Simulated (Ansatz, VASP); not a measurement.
**Ti2BeAlB in VASP and in Ansatz**

Contents of INCAR:

```
SYSTEM = Ti2BeAlB
PREC     = Accurate       ! precision mode
ENCUT    = 600            ! plane-wave cutoff, eV
EDIFF    = 1E-6           ! SCF threshold, eV
ISMEAR   = 0              ! smearing method
SIGMA    = 0.1            ! smearing width, eV
LREAL    = .False.        ! projectors in reciprocal space
LASPH    = .True.         ! aspherical terms in the spheres
NELM     = 80             ! most SCF steps
ALGO     = Fast           ! electronic algorithm
ISIF     = 3              ! what is computed and relaxed
LWAVE    = .False.        ! write WAVECAR
LCHARG   = .False.        ! write CHGCAR
GGA      = PE             ! functional
IBRION   = 2              ! ionic algorithm
NSW      = 100            ! ionic steps
EDIFFG   = -0.01          ! ionic threshold
```

The input KPOINTS:

```
Automatic mesh
0
Gamma
  18 18 4
  0 0 0
```

The input POSCAR:

```
Ti2BeAlB
1.0
    2.8407057253      0.0000000000      0.0000000000
   -1.4203528627      2.4601233228      0.0000000000
    0.0000000000      0.0000000000      9.7272961684
Ti Be Al B
2 1 1 1
Direct
    0.0000000000      0.0000000000      0.0126255484
    0.0000000000      0.0000000000      0.3525844523
    0.3333333333      0.6666666667      0.5661748381
    0.6666666667      0.3333333333      0.7698894558
    0.3333333333      0.6666666667      0.1827630055
```

Input for Ansatz:

```yaml
crystal:
  lattice:
    - [2.8407057253, 0.0, 0.0]
    - [-1.4203528627, 2.4601233228, 0.0]
    - [0.0, 0.0, 9.7272961684]
  atoms:
    - { symbol: Ti, position: [0.0, 0.0, 0.0126255484] }
    - { symbol: Ti, position: [0.0, 0.0, 0.3525844523] }
    - { symbol: Be, position: [0.3333333333, 0.6666666667, 0.5661748381] }
    - { symbol: Al, position: [0.6666666667, 0.3333333333, 0.7698894558] }
    - { symbol: B, position: [0.3333333333, 0.6666666667, 0.1827630055] }
basis:
  ecutwfc: 420
kpoints:
  mp_grid: { grid: [18, 18, 4] }
hamiltonian:
  xc: pbe
scf:
  occupations: { method: gaussian, width: 0.1 }
output:
  forces: true
  stress: true
  eigenvalues: true
relax:
  adjacent_minimum: "off"
  f_tol: 0.01
  max_steps: 80
  cell: { stress_tol: 0.05 }
```

Alike in both runs: task relaxation of cell and atoms; functional PBE; k mesh 18 × 18 × 4; occupations gaussian, width 0.1 eV; no spin polarisation.

```csv
,VASP,Ansatz
version,VASP 6.6.1,Ansatz 0.2.0
potentials or method,"VASP PAW PBE potentials, release 64 (Ti_sv, Be, Al, B), cutoff 600 eV","scalar-relativistic, plane waves, PAW"
valence electrons in the cell,32,32
```

|  | VASP | Ansatz | Ansatz less VASP |
| --- | --- | --- | --- |
| gap on the k mesh at the Fermi level, each at its own relaxed structure (eV) | none | none | - |
| relaxed volume (Å³/atom) | 13.62 | 13.63 | +0.009 |
| relaxed cell length with the largest relative difference (Å) | 2.844 | 2.845 | +0.0012 |

A gap of «none» marks a metal or a gap that the smearing closes.
